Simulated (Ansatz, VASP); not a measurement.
**LiH: VASP beside Ansatz**

```
CELL_PARAMETERS angstrom
2.50874 0.00000 0.00000
0.00000 2.50874 0.00000
0.00000 0.00000 2.51489
ATOMIC_POSITIONS crystal
Li 0.50000 0.50000 0.50000
H 0.00000 0.00000 0.00000
```

Change from the starting cell: species swapped into the NbIr type (P4/mmm, No. 123).

Alike in both runs: functional PBE; k mesh 8 × 8 × 6; occupations gaussian, width 0.1 eV; no spin polarisation.

Ansatz relaxed the structure, and its values are those at the end. VASP's run is a single point on that final structure, the one shown.

|  | VASP | Ansatz |
| --- | --- | --- |
| version | VASP 6.6.1 | Ansatz 0.2.0 |
| potentials or method | VASP PAW PBE potentials, release 64 (Li_sv, H), cutoff 520 eV | scalar-relativistic, plane waves, PAW |
| valence electrons in the cell | 4 | 4 |

|  | VASP | Ansatz | Ansatz less VASP |
| --- | --- | --- | --- |
| gap on the k mesh at the Fermi level (eV) | 0.71 | 0.69 | -0.025 |
| least direct gap on the mesh (eV) | 4.19 | 4.20 | +0.004 |

Noted on VASP's run: the cutoff is short for stress, so the pressure is rough.
